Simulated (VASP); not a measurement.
Set up this calculation in VASP 6.6.1, as the native input.

* Task: single point
* Functional: r2SCAN
* Potentials or basis: VASP PAW PBE potentials, release 64 (Mg, S)
* Cutoff: 520 eV
* k mesh: 8 × 8 × 8
* Occupations: gaussian, width 0.05 eV
* Spin: no spin polarisation
* Dipole correction: no
* Further INCAR settings: ALGO = Normal; EDIFF = 1e-06; NBANDS = 11

Crystal: MgS.

```
Mg S
1.0
     0.00000    2.49758    2.49758
     2.49758    0.00000    2.49758
     2.49758    2.49758    0.00000
Mg S
1 1
Cartesian
  0.0000 0.0000 0.0000
  2.4976 2.4976 2.4976
```

This cell differs from its parent crystal: strain -0.040 along x and y, -0.040 along z.

These files were run (other wordings do the same):

POSCAR

```
MgS
1.0
    0.0000000000      2.4975840000      2.4975840000
    2.4975840000      0.0000000000      2.4975840000
    2.4975840000      2.4975840000      0.0000000000
Mg S
1 1
Direct
    0.0000000000      0.0000000000      0.0000000000
    0.5000000000      0.5000000000      0.5000000000
```

INCAR.step1

```
SYSTEM = MgS
PREC = Accurate
ENCUT = 520
ISMEAR = 0
SIGMA = 0.05
LREAL = .FALSE.
LASPH = .TRUE.
NELM = 80
NBANDS = 11
GGA = PE
ALGO = Normal
EDIFF = 1E-4
LWAVE = .TRUE.
LCHARG = .FALSE.
```

INCAR.step2

```
SYSTEM = MgS
PREC = Accurate
ENCUT = 520
EDIFF = 1E-6
ISMEAR = 0
SIGMA = 0.05
LREAL = .FALSE.
LASPH = .TRUE.
NELM = 80
ALGO = Normal
ISIF = 2
LWAVE = .FALSE.
LCHARG = .FALSE.
METAGGA = R2SCAN
LMIXTAU = .TRUE.
NBANDS = 11
ISTART = 1
```

KPOINTS

```
regular mesh
0
G
  8 8 8
  0 0 0
```

Potentials or basis: VASP PAW PBE potentials, release 64 (Mg, S).

Command:

```console
$ cat potpaw_PBE.64/Mg/POTCAR potpaw_PBE.64/S/POTCAR > POTCAR
$ cp INCAR.step1 INCAR
$ mpirun -np 1 vasp_std > vasp.out
$ cp INCAR.step2 INCAR
$ mpirun -np 1 vasp_std > vasp.out
```

It gave:

```json
{"Pressure": "12.0 GPa", "Band gap on the k mesh": "3.69 eV, indirect (least direct gap 5.72 eV)"}
```

Caveat: the cell differs from its parent crystal (strain -0.040 along x and y, -0.040 along z); the PAW data sets were made with another functional, which shifts forces and pressure a little.

It took 61 s on 1 thread of AMD EPYC 7R43 64-Core Processor (Zen 3) (shared host), peak memory 0.13 GiB.
